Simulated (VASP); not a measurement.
Here is a VASP 6.6.1 calculation.

INCAR

```
PREC     = Accurate       # precision mode
ENCUT    = 520            # plane-wave cutoff, eV
EDIFF    = 1E-7           # SCF threshold, eV
ISMEAR   = 0              # smearing method
SIGMA    = 0.1            # smearing width, eV
LREAL    = F              # projectors in reciprocal space
LASPH    = T              # aspherical terms in the spheres
NELM     = 60             # most SCF steps
ALGO     = Normal         # electronic algorithm
ISIF     = 2              # what is computed and relaxed
LWAVE    = F              # write WAVECAR
LCHARG   = F              # write CHGCAR
GGA      = PE             # functional
NBANDS   = 32             # bands
```

File KPOINTS:

```
Automatic mesh
0
Gamma
  6 6 2
```

File POSCAR:

```
BaY3Si
1.0
    4.3502217400      0.0000000000      0.0000000000
   -2.1751108700      3.7674025400      0.0000000000
    0.0000000000      0.0000000000      8.3562459100
Ba Y Si
1 3 1
Direct
    0.6666666700      0.3333333300      0.5000000000
    0.3333333300      0.6666666700      0.5000000000
    0.6666666700      0.3333333300      0.1809672000
    0.6666666700      0.3333333300      0.8190328000
    0.3333333300      0.6666666700      0.0000000000
```

Potentials or basis: VASP PAW PBE potentials, release 64 (Ba_sv, Y_sv, Si).

The run is started by

```console
$ cat potpaw_PBE.64/Ba_sv/POTCAR potpaw_PBE.64/Y_sv/POTCAR potpaw_PBE.64/Si/POTCAR > POTCAR
$ mpirun -np 1 vasp_std > vasp.out
```

Question: Estimate the band gap on the k mesh.

Answer: Zero (an odd number of electrons rules out a gap without spin polarisation).

Question: What does it give for the pressure?

Answer: 16.3 GPa.

Stress tensor (GPa, compression positive):
```
17.37  0.00  0.00
 0.00 17.37  0.00
 0.00  0.00 14.11
```

Caveat: the k points lie up to 0.38 Å⁻¹ apart, too coarse for converged energies and pressures of a metal; spin-orbit coupling is left out, which moves the levels of the heavy elements; forces of over 1 eV/Å act on the atoms, so gaps and moduli don't describe the material at rest.
